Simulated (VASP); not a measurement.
Input of a VASP 6.6.1 run:

INCAR

```
SYSTEM = Sc2GaAs3
ALGO = Normal
EDIFF = 1E-6
ENCUT = 500
GGA = PE
GGA_COMPAT = .False.
ISIF = 2
ISMEAR = 0
LASPH = .True.
LCHARG = .False.
LREAL = .False.
LWAVE = .False.
NBANDS = 34
NELM = 120
PREC = Accurate
SIGMA = 0.1
```

KPOINTS

```
k-points
0
Gamma
  6 6 6
  0 0 0
```

The input POSCAR:

```
Sc2GaAs3
1.0
    2.9172435700      1.6842713600      4.1052820700
   -2.9172435700      1.6842713600      4.1052820700
    0.0000000000     -3.3685427200      4.1052820700
Sc Ga As
2 1 3
Direct
    0.6297956100      0.6297956100      0.6297956100
    0.3702043900      0.3702043900      0.3702043900
    0.0000000000      0.0000000000      0.0000000000
    0.0000000000      0.0000000000      0.5000000000
    0.5000000000      0.0000000000      0.0000000000
    0.0000000000      0.5000000000      0.0000000000
```

Potentials or basis: VASP PAW PBE potentials, release 64 (Sc_sv, Ga_d, As).

Command:

```console
$ cat potpaw_PBE.64/Sc_sv/POTCAR potpaw_PBE.64/Ga_d/POTCAR potpaw_PBE.64/As/POTCAR > POTCAR
$ mpirun -np 1 vasp_std > vasp.out
```

(1) What does it give for the pressure?

(2) Estimate the largest force.

(3) Predict the band gap on the k mesh.

Answers

(1) -0.4 GPa.

(2) 0.517 eV/Å.

(3) zero (bands 25 and 26 overlap by 0.77 eV).
